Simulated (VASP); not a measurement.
Crystal: Pb.

```
Pb
1.0
     0.00000    2.45841    2.45841
     2.45841    0.00000    2.45841
     2.45841    2.45841    0.00000
Pb
1
Direct
  0.00000 0.00000 0.00000
```

Program: VASP 6.6.1. Alike in all runs: task single point; potentials or basis VASP PAW PBE potentials, release 64 (Pb_d); no spin polarisation; cell as given; cutoff (eV) 520; smearing fermi-dirac 0.05 eV. Hardware: 1 thread of Intel(R) Xeon(R) Platinum 8488C (Sapphire Rapids), with other jobs on the host.

Order these runs on this cell by their wall time, lowest first.
A. level B3LYP5; k mesh 5 × 5 × 5; grid for exact exchange (PRECFOCK) Normal
B. level r2SCAN+D3(BJ); k mesh 9 × 9 × 9
C. level RPBE; k mesh 9 × 9 × 9

C (7.7 s), B (61 s), A (270 s).

Caveats: some runs use coarse meshes.
